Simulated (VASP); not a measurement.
Set up this calculation in VASP 6.6.1, as the native input.

```
Task                   : single point
Functional             : PBE
Dispersion             : D3(BJ)
Potentials or basis    : VASP PAW PBE potentials, release 64 (Al)
Cutoff                 : 520 eV
k mesh                 : 18 × 18 × 6
Occupations            : gaussian, width 0.1 eV
Spin                   : no spin polarisation
Dipole correction      : no
Further INCAR settings : ALGO = Fast; EDIFF = 1e-06; NBANDS = 14
```

The structure of Al lies in POSCAR:

```
Al
1.0
    2.7573176599      0.0000000000      0.0000000000
   -1.3786588300      2.3879071398      0.0000000000
    0.0000000000      0.0000000000      9.0531352151
Al
4
Direct
    0.0000000000      0.0000000000      0.0000000000
    0.3333333333      0.6666666667      0.2500000000
    0.0000000000      0.0000000000      0.5000000000
    0.6666666667      0.3333333333      0.7500000000
```

This isn't the form of Al at room conditions, which is fcc.

These files were run (other wordings do the same):

INCAR

```
PREC = Accurate
ENCUT = 520
EDIFF = 1E-6
ISMEAR = 0
SIGMA = 0.1
LREAL = F
LASPH = T
NELM = 100
ALGO = Fast
ISIF = 2
LWAVE = F
LCHARG = F
GGA = PE
IVDW = 12
NBANDS = 14
```

KPOINTS

```
Automatic mesh
0
Gamma
  18 18 6
```

Potentials or basis: VASP PAW PBE potentials, release 64 (Al).

The run is started by

```sh
$ cat potpaw_PBE.64/Al/POTCAR > POTCAR
$ mpirun -np 1 vasp_std > vasp.out
```

It gave:

* Pressure: 6.0 GPa
* Band gap on the k mesh: zero (bands 6 and 7 overlap by 5.65 eV)
* Dispersion energy per atom: -0.374 eV

Caveat: the cell stands under pressure.

Wall time 2.1 min on 1 thread of Intel Xeon 8259CL, on a shared host, peak memory 0.25 GiB.
